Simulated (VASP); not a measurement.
Here is a VASP 6.6.1 calculation.

INCAR

```
PREC = Accurate ; ENCUT = 520
EDIFF = 1E-6 ; ISMEAR = 0
SIGMA = 0.1 ; LREAL = False
LASPH = True ; NELM = 80
ALGO = Normal ; ISIF = 2
LWAVE = False ; LCHARG = False
GGA = PE ; NBANDS = 31
```

Contents of KPOINTS:

```
regular mesh
0
Gamma
  6 6 12
```

The input POSCAR:

```
Te5Mo
1.0
    8.2617584870      0.0000000000      0.0000000000
    0.0000000000      8.2617584870      0.0000000000
    0.0000000000      0.0000000000      3.1420349163
Te Mo
5 1
Direct
    0.2830448760      0.0000000000      0.5000000000
    0.7169551240      0.0000000000      0.5000000000
    0.0000000000      0.2830448760      0.5000000000
    0.0000000000      0.7169551240      0.5000000000
    0.5000000000      0.5000000000      0.5000000000
    0.0000000000      0.0000000000      0.0000000000
```

Potentials or basis: VASP PAW PBE potentials, release 64 (Te, Mo_sv).

Run with:

```bash
$ cat potpaw_PBE.64/Te/POTCAR potpaw_PBE.64/Mo_sv/POTCAR > POTCAR
$ mpirun -np 1 vasp_std > vasp.out
```

Q: Estimate the band gap on the k mesh.

A: Zero (band 22 reaches 5.14 eV, above the bottom of band 23 at 4.18 eV).

Q: What does it give for the largest force?

A: 0.007 eV/Å.

Forces in eV/Å, atoms in the order of the input:
```
Te   0.007  0.000  0.000
Te  -0.007  0.000  0.000
Te   0.000  0.007  0.000
Te   0.000 -0.007  0.000
Te   0.000  0.000  0.000
Mo   0.000  0.000  0.000
```

Caveat: spin-orbit coupling is left out, which moves the levels of the heavy elements.
